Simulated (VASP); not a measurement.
A run of VASP 6.6.1:

File INCAR:

```
SYSTEM = MoPt
PREC = Accurate ; ENCUT = 520
EDIFF = 1E-7 ; ISMEAR = -1
SIGMA = 0.01 ; LREAL = .FALSE.
LASPH = .TRUE. ; NELM = 80
ALGO = Normal ; ISIF = 2
LWAVE = .FALSE. ; LCHARG = .FALSE.
GGA = PS ; NBANDS = 19
```

The input KPOINTS:

```
regular mesh
0
G
  12 12 7
  0 0 0
```

The input POSCAR:

```
MoPt
1.0
    2.8214750000      0.0000000000      0.0000000000
   -1.4107375000      2.4434690261      0.0000000000
    0.0000000000      0.0000000000      4.5270880000
Mo Pt
1 1
Direct
    0.6666670000      0.3333330000      0.0000000000
    0.3333330000      0.6666670000      0.5000000000
```

Potentials or basis: VASP PAW PBE potentials, release 64 (Mo_sv, Pt).

The run is started by

```sh
$ cat potpaw_PBE.64/Mo_sv/POTCAR potpaw_PBE.64/Pt/POTCAR > POTCAR
$ mpirun -np 1 vasp_std > vasp.out
```

Hardware: 1 thread of AMD EPYC 7R13 Processor (Zen 3), with other jobs on the host.

Task: How long does it take, and how much memory?

Result: Run time: 58 s on 1 thread of AMD EPYC 7R13 Processor (Zen 3), on a shared host, peak memory 0.16 GiB. Counts: scf iterations 14, k points 76.
